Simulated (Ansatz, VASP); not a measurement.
**Two plane-wave programs on BeZn3Se4**

```
Be Zn Se
1.0
     3.94894    0.00000    0.00000
     0.00000    7.93882    0.00000
     0.00000    0.00000    5.57247
Be Zn Se
1 3 4
Direct
  0.00000 0.50000 0.00604
  0.00000 0.00000 0.99899
  0.50000 0.73830 0.50005
  0.50000 0.26170 0.50005
  0.00000 0.26625 0.23537
  0.00000 0.73375 0.23537
  0.50000 0.00000 0.73680
  0.50000 0.50000 0.78735
```

Alike in both runs: functional PBE; k mesh 4 × 2 × 4; occupations gaussian, width 0.1 eV; no spin polarisation.

Ansatz relaxed the structure, and its values are those at the end. VASP's run is a single point on that final structure, the one shown.

```csv
,VASP,Ansatz
version,VASP 6.6.1,Ansatz 0.2.0
potentials or method,"VASP PAW PBE potentials, release 64 (Be, Zn, Se), cutoff 520 eV","scalar-relativistic, plane waves, PAW"
valence electrons in the cell,62,102
```

Ansatz gave:

* gap on the k mesh at the Fermi level (eV): 1.65
* least direct gap on the mesh (eV): 1.65
* pressure (GPa): 0.2
* rms of the force components (eV/Å): 0.019

Problem. What did VASP give for the same quantities?

Solution. gap on the k mesh at the Fermi level (eV): 1.65; least direct gap on the mesh (eV): 1.65; pressure (GPa): 0.4; rms of the force components (eV/Å): 0.020.

VASP's potentials hold 62 valence electrons a cell and Ansatz's 102, so a difference there can come from the potentials and not from the codes.
